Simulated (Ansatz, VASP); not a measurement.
# Two plane-wave programs on Be2Br3

INCAR

```
SYSTEM = Be2Br3
ALGO     = Normal         ! electronic algorithm
EDIFF    = 1E-6           ! SCF threshold, eV
EDIFFG   = -0.04          ! ionic threshold
ENCUT    = 600            ! plane-wave cutoff, eV
GGA      = PE             ! functional
IBRION   = 2              ! ionic algorithm
ISIF     = 3              ! what is computed and relaxed
ISMEAR   = 0              ! smearing method
LASPH    = .True.         ! aspherical terms in the spheres
LCHARG   = .False.        ! write CHGCAR
LREAL    = .False.        ! projectors in reciprocal space
LWAVE    = .False.        ! write WAVECAR
NELM     = 80             ! most SCF steps
NSW      = 90             ! ionic steps
PREC     = Accurate       ! precision mode
SIGMA    = 0.1            ! smearing width, eV
```

File KPOINTS:

```
k-points
0
Gamma
  6 6 2
  0 0 0
```

The input POSCAR:

```
Be2Br3
1.0
    3.3589549800     -1.9426018300      0.0000000000
    3.3589549800      1.9426018300      0.0000000000
   -0.0401886500      0.0000000000      9.0316804400
Be Br
2 3
Direct
    0.0003810000      0.0003810000      0.6672490200
    0.0003540000      0.0003540000      0.2796660100
    0.3326149900      0.3326149900      0.1386880000
    0.6668180200      0.6668180200      0.8256670200
    0.6688320000      0.6688320000      0.4637309900
```

Input for Ansatz:

```yaml
crystal:
  lattice:
    - [3.35895498, -1.94260183, 0.0]
    - [3.35895498, 1.94260183, 0.0]
    - [-0.04018865, 0.0, 9.03168044]
  atoms:
    - { symbol: Be, position: [0.000381, 0.000381, 0.66724902] }
    - { symbol: Be, position: [0.000354, 0.000354, 0.27966601] }
    - { symbol: Br, position: [0.33261499, 0.33261499, 0.138688] }
    - { symbol: Br, position: [0.66681802, 0.66681802, 0.82566702] }
    - { symbol: Br, position: [0.668832, 0.668832, 0.46373099] }
basis:
  ecutwfc: 420
kpoints:
  mp_grid: { grid: [6, 6, 2] }
hamiltonian:
  xc: pbe
scf:
  occupations: { method: gaussian, width: 0.1 }
  lower_state_search: "off"
output:
  forces: true
  stress: true
  eigenvalues: true
relax:
  adjacent_minimum: "off"
  f_tol: 0.04
  max_steps: 70
  cell: { stress_tol: 0.4 }
```

Change from the starting cell: species swapped into the B2Pt3 type (Cm, No. 8).

Alike in both runs: task relaxation of cell and atoms; functional PBE; k mesh 6 × 6 × 2; occupations gaussian, width 0.1 eV; no spin polarisation.

|  | VASP | Ansatz |
| --- | --- | --- |
| version | VASP 6.6.1 | Ansatz 0.2.0 |
| potentials or method | VASP PAW PBE potentials, release 64 (Be, Br), cutoff 600 eV | scalar-relativistic, plane waves, PAW |
| valence electrons in the cell | 25 | 25 |

VASP gave:

* gap on the k mesh at the Fermi level, each at its own relaxed structure (eV): none
* relaxed volume (Å³/atom): 21.85
* relaxed cell length with the largest relative difference (Å): 3.501

What did Ansatz give for the same quantities?

gap on the k mesh at the Fermi level, each at its own relaxed structure (eV): none; relaxed volume (Å³/atom): 32.75; relaxed cell length with the largest relative difference (Å): 5.276.

A gap of «none» marks a metal or a gap that the smearing closes. One of these differences is far larger than is usual between the two programs; its cause wasn't traced.
